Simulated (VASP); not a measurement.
# HfO3 (Pm-3m) in VASP: notebook

Runs on HfO3. Level: PBE. Tasks: single point, relaxation of cell and atoms.

All numbers are computed with VASP 6.6.1; they aren't measurements. Logs are shortened: lines on timing, memory, paths and dates and some standing lists are left out, and cuts for length are marked.

## (1) The cell of the first run

Symmetry: Pm-3m, No. 221, cubic system. The conventional cell has a = 3.324 Å, b = 3.324 Å, c = 3.324 Å, α = 90.00°, β = 90.00°, γ = 90.00°. Within 3.1 Å of Hf (site symmetry m-3m) lie 12 O at 2.35 Å. O (site symmetry 4/mmm) has 4 Hf at 2.35 Å and 8 O at 2.35 Å within 3.1 Å.

## (2) Single point, PBE

The input, INCAR:

```
SYSTEM = HfO3
PREC     = Accurate       ! precision mode
ENCUT    = 520            ! plane-wave cutoff, eV
EDIFF    = 1E-7           ! SCF threshold, eV
ISMEAR   = 0              ! smearing method
SIGMA    = 0.1            ! smearing width, eV
LREAL    = .False.        ! projectors in reciprocal space
LASPH    = .True.         ! aspherical terms in the spheres
NELM     = 60             ! most SCF steps
ALGO     = Normal         ! electronic algorithm
ISIF     = 2              ! what is computed and relaxed
LWAVE    = .False.        ! write WAVECAR
LCHARG   = .True.         ! write CHGCAR
GGA      = PE             ! functional
LELF     = .True.         ! ELF
LVHAR    = .True.       
NBANDS   = 22             ! bands
```

The input, KPOINTS:

```
Automatic mesh
0
Gamma
  14 14 14
  0 0 0
```

The input, POSCAR:

```
HfO3
1.0
    3.3236241575      0.0000000000      0.0000000000
    0.0000000000      3.3236241575      0.0000000000
    0.0000000000      0.0000000000      3.3236241575
Hf O
1 3
Direct
    0.0000000000      0.0000000000      0.0000000000
    0.0000000000      0.5000000000      0.5000000000
    0.5000000000      0.0000000000      0.5000000000
    0.5000000000      0.5000000000      0.0000000000
```

Potentials or basis: VASP PAW PBE potentials, release 64 (Hf_pv, O).

The run is started by

```sh
$ cat potpaw_PBE.64/Hf_pv/POTCAR potpaw_PBE.64/O/POTCAR > POTCAR
$ mpirun -np 1 vasp_std > vasp.out
```

OUTCAR:

```text
SYSTEM = HfO3
   PREC = Accurate
   ENCUT = 520
   EDIFF = 1E-7
   ISMEAR = 0
   LREAL = .False.
   LASPH = .True.
   NELM = 60
   ISIF = 2
   GGA = PE

 ion  position               nearest neighbor table
   1  0.000  0.000  0.000-   2 2.35   3 2.35   4 2.35   2 2.35   3 2.35   2 2.35   4 2.35   2 2.35
                             3 2.35   4 2.35   3 2.35   4 2.35
   2  0.000  0.500  0.500-   1 2.35   1 2.35   1 2.35   1 2.35
   3  0.500  0.000  0.500-   1 2.35   1 2.35   1 2.35   1 2.35
   4  0.500  0.500  0.000-   1 2.35   1 2.35   1 2.35   1 2.35

  LATTYP: Found a simple cubic cell.
 ALAT       =     3.3236241575

  Lattice vectors:

 A1 = (   3.3236241575,   0.0000000000,   0.0000000000)
 A2 = (   0.0000000000,   3.3236241575,   0.0000000000)
 A3 = (   0.0000000000,   0.0000000000,   3.3236241575)

Analysis of symmetry for initial positions (statically):
=====================================================================
 Subroutine PRICEL returns:
 Original cell was already a primitive cell.

 Routine SETGRP: Setting up the symmetry group for a
 simple cubic supercell.

 Subroutine GETGRP returns: Found 48 space group operations
 (whereof 48 operations were pure point group operations)
 out of a pool of 48 trial point group operations.

The static configuration has the point symmetry O_h .

Analysis of symmetry for dynamics (positions and initial velocities):
=====================================================================
 Subroutine PRICEL returns:
 Original cell was already a primitive cell.

 Routine SETGRP: Setting up the symmetry group for a
 simple cubic supercell.

 Subroutine GETGRP returns: Found 48 space group operations
 (whereof 48 operations were pure point group operations)
 out of a pool of 48 trial point group operations.

The dynamic configuration has the point symmetry O_h .

 Subroutine INISYM returns: Found 48 space group operations
 (whereof 48 operations are pure point group operations),
 and found     1 'primitive' translations

----------------------------------------------------------------------------------------

                                     Primitive cell

  volume of cell :      36.7143

  direct lattice vectors                    reciprocal lattice vectors
     3.323624157  0.000000000  0.000000000     0.300876378  0.000000000  0.000000000
     0.000000000  3.323624157  0.000000000     0.000000000  0.300876378  0.000000000
     0.000000000  0.000000000  3.323624157     0.000000000  0.000000000  0.300876378

  length of vectors
     3.323624157  3.323624157  3.323624157     0.300876378  0.300876378  0.300876378

  position of ions in fractional coordinates (direct lattice)
     0.000000000  0.000000000  0.000000000
     0.000000000  0.500000000  0.500000000
     0.500000000  0.000000000  0.500000000
     0.500000000  0.500000000  0.000000000

  ion indices of the primitive-cell ions
   primitive index   ion index
                 1           1
                 2           2
                 3           3
                 4           4

----------------------------------------------------------------------------------------

 KPOINTS: Automatic mesh

Automatic generation of k-mesh.
 Grid dimensions read from file:
 generate k-points for:   14   14   14

 Generating k-lattice:

  Cartesian coordinates                     Fractional coordinates (reciprocal lattice)
     0.021491170  0.000000000  0.000000000     0.071428571  0.000000000  0.000000000
     0.000000000  0.021491170  0.000000000     0.000000000  0.071428571  0.000000000
     0.000000000  0.000000000  0.021491170     0.000000000  0.000000000  0.071428571

  Length of vectors
     0.021491170  0.021491170  0.021491170

  Shift w.r.t. Gamma in fractional coordinates (k-lattice)
     0.000000000  0.000000000  0.000000000

 Subroutine IBZKPT returns following result:
 ===========================================

 Found    120 irreducible k-points:

 Following reciprocal coordinates:
            Coordinates               Weight
  0.000000  0.000000  0.000000      1.000000
  0.071429  0.000000  0.000000      6.000000
  0.142857  0.000000  0.000000      6.000000
  0.214286  0.000000  0.000000      6.000000
  0.285714  0.000000  0.000000      6.000000
  0.357143  0.000000  0.000000      6.000000
[... 16 lines left out ...]
  0.285714  0.214286  0.000000     24.000000
  0.357143  0.214286  0.000000     24.000000
 [... further k-points ...]
   k-points           NKPTS =    120   k-points in BZ     NKDIM =    120   number of bands    NBANDS=     22
   number of dos      NEDOS =    301   number of ions     NIONS =      4
   total plane-waves  NPLWV =  21952
   dimension x,y,z NGX =    28 NGY =   28 NGZ =   28
   dimension x,y,z NGXF=    56 NGYF=   56 NGZF=   56
   ions per type =               1   3
   NGX,Y,Z   is equivalent  to a cutoff of  14.01, 14.01, 14.01 a.u.
   NGXF,Y,Z  is equivalent  to a cutoff of  28.01, 28.01, 28.01 a.u.
 SYSTEM =  HfO3
   PREC   = accura    normal or accurate (medium, high low for compatibility)
   ISTART =      0    job   : 0-new  1-cont  2-samecut
   ICHARG =      2    charge: 1-file 2-atom 10-const
   ISPIN  =      1    spin polarized calculation?
   LNONCOLLINEAR =      F non collinear calculations
   LSORBIT =      F    spin-orbit coupling
   LASPH  =      T    aspherical Exc in radial PAW
   ENCUT  =  520.0 eV  38.22 Ry    6.18 a.u.   6.18  6.18  6.18*2*pi/ulx,y,z
   NELM   =     60;   NELMIN=  2; NELMDL= -5     # of ELM steps
   EDIFF  = 0.1E-06   stopping-criterion for ELM
   LREAL  =      F    real-space projection
   EDIFFG = 0.1E-05   stopping-criterion for IOM
   NSW    =      0    number of steps for IOM
   IBRION =     -1    ionic relax: 0-MD 1-quasi-New 2-CG
   NFREE  =      0    steps in history (QN), initial steepest desc. (CG)
   ISIF   =      2    stress and relaxation
   ISYM   =      2    0-nonsym 1-usesym 2-fastsym
   POTIM  = 0.5000    time-step for ionic-motion
   TEBEG  =    0.0;   TEEND  =   0.0 temperature during run
   PSTRESS=    0.0 pullay stress
   NELECT =      28.0000    total number of electrons
   NUPDOWN=      -1.0000    fix difference up-down
   EMIN   =  10.00;   EMAX   =-10.00  energy-range for DOS
   EFERMI =   0.00;   METHOD = LEGACY
   ISMEAR =     0;   SIGMA  =   0.10  broadening in eV -4-tet -1-fermi 0-gaus
   EFERMI_NEDOS =   21; number of points for ismear=-14 and -15
   IALGO  =     38    algorithm
   IMIX   =      4    mixing-type and parameters
     AMIX     =   0.40;   BMIX     =  1.00
     AMIX_MAG =   1.60;   BMIX_MAG =  1.00
  volume/ion in A,a.u.               =       9.18        61.94
  Fermi-wavevector in a.u.,A,eV,Ry     =   1.495715  2.826492 30.438467  2.237164
  Thomas-Fermi vector in A             =   2.607825
   LORBIT       =      0    0 simple, 1 ext, 2 COOP (PROOUT), +10 PAW based schemes
   GGA     = PE    functional components
   LHFCALC =     F    Hartree Fock is set to
   AEXX    =    0.0000 exact exchange contribution
   IVDW    =     0    specifies the selected vdW correction
   LEPSILON=     F    determine dielectric tensor
   LRPA    =     F    only Hartree local field effects (RPA)
 non-spin polarized calculation
 Gauss-broadening in eV      SIGMA  =   0.10
  energy-cutoff  :      520.00
  volume of cell :       36.71
 maximum number of plane-waves:      1021
 NGX is ok and might be reduce to    28
   NGX = 13   NGY = 13   NGZ = 13

 number of electron      28.0000018 magnetization

 Free energy of the ion-electron system (eV)
  ---------------------------------------------------
  ext. energy  EPLUGINS =         0.00000000
  ---------------------------------------------------
  free energy    TOTEN  =       -30.95867452 eV

  energy without entropy =      -30.94328602  energy(sigma->0) =      -30.95098027

 E-fermi :   5.5440     XC(G=0): -12.6924

 val. band max:        5.5342312743   @ k =   0.5000   0.3571   0.2857
 cond. band min:       5.5504583147   @ k =   0.2143   0.0714   0.0000
 fundamental gap:      0.0162270405
 Fermi energy:         5.5439866609

 k-point     1 :       0.0000    0.0000    0.0000
  band No.  band energies     occupation
      1     -25.5069      2.00000
      2     -25.5069      2.00000
      3     -25.5069      2.00000
      4     -14.9337      2.00000
      5     -10.9348      2.00000
      6     -10.9348      2.00000
[... 14 lines left out ...]
     21      11.4936      0.00000
     22      17.5850      0.00000

 k-point     2 :       0.0714    0.0000    0.0000
  band No.  band energies     occupation
      1     -25.5269      2.00000
      2     -25.5051      2.00000
      3     -25.5051      2.00000
      4     -14.8774      2.00000
      5     -10.9765      2.00000
      6     -10.9215      2.00000
[... 14 lines left out ...]
     21      11.6849      0.00000
     22      17.5850      0.00000

 k-point     3 :       0.1429    0.0000    0.0000
  band No.  band energies     occupation
      1     -25.5825      2.00000
      2     -25.5000      2.00000
      3     -25.5000      2.00000
      4     -14.7132      2.00000
      5     -11.1028      2.00000
      6     -10.8843      2.00000
[... 14 lines left out ...]
     21      12.2136      0.00000
     22      17.5852      0.00000

 k-point     4 :       0.2143    0.0000    0.0000
  band No.  band energies     occupation
      1     -25.6614      2.00000
      2     -25.4926      2.00000
      3     -25.4926      2.00000
      4     -14.4541      2.00000
      5     -11.3123      2.00000
      6     -10.8298      2.00000
[... 14 lines left out ...]
     21      12.9832      0.00000
     22      17.5855      0.00000

 k-point     5 :       0.2857    0.0000    0.0000
  band No.  band energies     occupation
      1     -25.7470      2.00000
      2     -25.4844      2.00000
      3     -25.4844      2.00000
      4     -14.1182      2.00000
      5     -11.5991      2.00000
      6     -10.7680      2.00000
[... 417 lines left out ...]
 k-point    22 :       0.2143    0.2143    0.0000
  band No.  band energies     occupation
      1     -25.6537      2.00000
      2     -25.6243      2.00000
      3     -25.4787      2.00000
      4     -14.0447      2.00000
      5     -11.3352      2.00000
      6     -11.0861      2.00000
[... 14 lines left out ...]
     21      14.4556      0.00000
     22      17.5870      0.00000

 k-point    23 :       0.2857    0.2143    0.0000
  band No.  band energies     occupation
      1     -25.7225      2.00000
      2     -25.6239      2.00000
      3     -25.4707      2.00000
      4     -13.7597      2.00000
      5     -11.5246      2.00000
      6     -11.1143      2.00000
[... 14 lines left out ...]
     21      15.2177      0.00000
     22      17.5888      0.00000

 k-point    24 :       0.3571    0.2143    0.0000
  band No.  band energies     occupation
      1     -25.7930      2.00000
      2     -25.6138      2.00000
      3     -25.4635      2.00000
      4     -13.4320      2.00000
      5     -11.8170      2.00000
      6     -11.0927      2.00000
[... 14 lines left out ...]
     21      15.9600      0.00000
     22      17.5922      0.00000

 [... further k-points ...]
[... 5 lines left out ...]
  --------------------------------------------------------------------------------------
  -------------------------------------------------------------------------------------
  Total       -0.7679093     -0.7679093     -0.7679093      0.0000000      0.0000000     -0.0000000
  in kB      -33.5107982    -33.5107982    -33.5107982      0.0000000      0.0000000     -0.0000000
  external PRESSURE =     -33.5107982 kB  Pullay stress =       0.0000000 kB

 VOLUME and BASIS-vectors are now :
 -----------------------------------------------------------------------------
  energy-cutoff  :      520.00
  volume of cell :       36.71
      direct lattice vectors                 reciprocal lattice vectors
     3.323624157  0.000000000  0.000000000     0.300876378  0.000000000  0.000000000
     0.000000000  3.323624157  0.000000000     0.000000000  0.300876378  0.000000000
     0.000000000  0.000000000  3.323624157     0.000000000  0.000000000  0.300876378

 POSITION                                       TOTAL-FORCE (eV/Angst)
 -----------------------------------------------------------------------------------
      0.00000      0.00000      0.00000         0.000000      0.000000      0.000000
      0.00000      1.66181      1.66181         0.000000      0.000000      0.000000
      1.66181      0.00000      1.66181         0.000000      0.000000      0.000000
      1.66181      1.66181      0.00000         0.000000      0.000000      0.000000
 -----------------------------------------------------------------------------------
    total drift:                                0.000000      0.000000      0.000000

  FREE ENERGIE OF THE ION-ELECTRON SYSTEM (eV)
  ---------------------------------------------------
  free  energy   TOTEN  =       -30.9586745163 eV

  energy  without entropy=      -30.9432860244  energy(sigma->0) =      -30.95098027
```

Wall time 2.5 min (1 thread of Intel Xeon Platinum 8259CL at 2.50GHz (Skylake/Cascade Lake), shared host); peak memory 0.22 GiB.

Results:

```
Free energy            : -30.9587 eV
Pressure               : -3.4 GPa
Band gap on the k mesh : zero (band 14 reaches 6.15 eV, above the bottom of band 15 at 5.06 eV)
```

Caveat: spin-orbit coupling is left out, which moves the levels of the heavy elements.

(Part 1 of 2 ends here.)
